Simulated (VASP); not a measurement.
Write the native input for VASP 6.6.1 that does the following.

- Task: single point
- Functional: r2SCAN
- Potentials or basis: VASP PAW PBE potentials, release 64 (Ru_pv)
- Cutoff: 550 eV
- k mesh: 24 × 24 × 12
- Occupations: gaussian, width 0.1 eV
- Spin: no spin polarisation
- Dipole correction: no
- Further INCAR settings: ALGO = Normal; EDIFF = 1e-06; NBANDS = 21

The system is Ru.

```xyz
2
Lattice="2.7025 0.0000 0.0000 -1.3512 2.3404 0.0000 0.0000 0.0000 4.3938" Properties=species:S:1:pos:R:3 pbc="T T T"
Ru    0.0000    1.5603    1.0985
Ru    1.3512    0.7801    3.2954
```

This cell differs from its parent crystal: strain along c alone, the other axes held: +3.0 %.

The input as run:

POSCAR

```
Ru
1.0
    2.7024647927      0.0000000000      0.0000000000
   -1.3512323964      2.3404031633      0.0000000000
    0.0000000000      0.0000000000      4.3938141851
Ru
2
Direct
    0.3333333333      0.6666666667      0.2500000000
    0.6666666667      0.3333333333      0.7500000000
```

INCAR.step1

```
SYSTEM = Ru
PREC = Accurate
ENCUT = 550
ISMEAR = 0
SIGMA = 0.1
LREAL = .FALSE.
LASPH = .TRUE.
NELM = 120
NBANDS = 21
GGA = PE
ALGO = Normal
EDIFF = 1E-5
LWAVE = .TRUE.
LCHARG = .FALSE.
GGA_COMPAT = .FALSE.
```

INCAR.step2

```
SYSTEM = Ru
PREC = Accurate
ENCUT = 550
EDIFF = 1E-6
ISMEAR = 0
SIGMA = 0.1
LREAL = .FALSE.
LASPH = .TRUE.
NELM = 120
ALGO = Normal
ISIF = 2
LWAVE = .FALSE.
LCHARG = .FALSE.
METAGGA = R2SCAN
LMIXTAU = .TRUE.
NBANDS = 21
ISTART = 1
GGA_COMPAT = .FALSE.
```

KPOINTS

```
Automatic mesh
0
G
  24 24 12
  0 0 0
```

Potentials or basis: VASP PAW PBE potentials, release 64 (Ru_pv).

The run is started by

```console
$ cat potpaw_PBE.64/Ru_pv/POTCAR > POTCAR
$ cp INCAR.step1 INCAR
$ mpirun -np 1 vasp_std > vasp.out
$ cp INCAR.step2 INCAR
$ mpirun -np 1 vasp_std > vasp.out
```

Results of the run:

* Pressure: -8.0 GPa
* Band gap on the k mesh: zero (bands 14 and 15 overlap by 3.20 eV)

Caveat: the cell differs from its parent crystal (strain along c alone, the other axes held: +3.0 %); the stress differs along the axes, from -17 to -3 GPa; the PAW data sets were made with another functional, which shifts forces and pressure a little.

Wall time 6.8 min on 1 thread of Intel(R) Xeon(R) Platinum 8488C (Sapphire Rapids) (shared host), peak memory 0.32 GiB.
